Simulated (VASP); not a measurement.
CaO (Lime), 2 atoms in the cell. Symmetry: Fm-3m, No. 225, cubic system. The conventional cell has a = 4.795 Å, b = 4.795 Å, c = 4.795 Å, α = 90.00°, β = 90.00°, γ = 90.00°. Ca (site symmetry m-3m) has 6 O at 2.40 Å within 3.2 Å. Within 3.2 Å of O (site symmetry m-3m) lie 6 Ca at 2.40 Å. 

```yaml
Program: VASP 6.6.1
Task: single point
Functional: PBE
Potentials_or_basis: VASP PAW PBE potentials, release 64 (Ca_sv, O)
Cutoff: 520 eV
k_mesh: 6 × 6 × 6
Occupations: gaussian, width 0.01 eV
Spin: no spin polarisation
Dipole_correction: no
Further_INCAR_settings: ALGO = Normal; EDIFF = 1e-06; NBANDS = 15
```

Potentials or basis: VASP PAW PBE potentials, release 64 (Ca_sv, O).

The run is started by

```console
$ cat potpaw_PBE.64/Ca_sv/POTCAR potpaw_PBE.64/O/POTCAR > POTCAR
$ mpirun -np 1 vasp_std > vasp.out
```

Hardware: 1 thread of AMD EPYC 9R45 (Zen 5), on a shared host.

**Question.** How long does it take, and how much memory?

**Answer.** Wall time 8.9 s on 1 thread of AMD EPYC 9R45 (Zen 5), on a shared host, peak memory 0.12 GiB. Counts: scf iterations 12, k points 16.
